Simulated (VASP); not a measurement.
Input of a VASP 6.6.1 run:

The input INCAR:

```
SYSTEM = Pt
PREC = Accurate ; ENCUT = 600
EDIFF = 1E-6 ; ISMEAR = -1
SIGMA = 0.05 ; LREAL = .FALSE.
LASPH = .TRUE. ; NELM = 100
ALGO = Normal ; ISIF = 3
LWAVE = .FALSE. ; LCHARG = .FALSE.
IBRION = 2 ; NSW = 45
EDIFFG = -0.005
```

The input KPOINTS:

```
Automatic mesh
0
G
  18 18 18
  0 0 0
```

The input POSCAR:

```
Pt
1.0
    0.0000000000      1.9469837629      1.9469837629
    1.9469837629      0.0000000000      1.9469837629
    1.9469837629      1.9469837629      0.0000000000
Pt
1
Direct
    0.0000000000      0.0000000000      0.0000000000
```

Potentials or basis: VASP PAW LDA potentials, release 64 (Pt).

Command:

```sh
$ cat potpaw_LDA.64/Pt/POTCAR > POTCAR
$ mpirun -np 1 vasp_std > vasp.out
```

Problem. Estimate the relaxed cell.

Solution. a = 2.756 Å, b = 2.756 Å, c = 2.756 Å, α = 60.00°, β = 60.00°, γ = 60.00°.

Problem. Estimate the band gap on the k mesh.

Solution. Zero (band 5 reaches 12.02 eV, above the bottom of band 6 at 9.72 eV).

Step by step:
```tsv
step	energy change (eV)	largest force (eV/Å)	pressure (GPa)	volume (Å³)
1	0.0000	0.0000	0.86	14.76
2	0.0009	0.0000	-2.60	14.93
3	-0.0001	0.0000	-0.02	14.80
```

Caveat: spin-orbit coupling is left out, which moves the levels of the heavy elements.
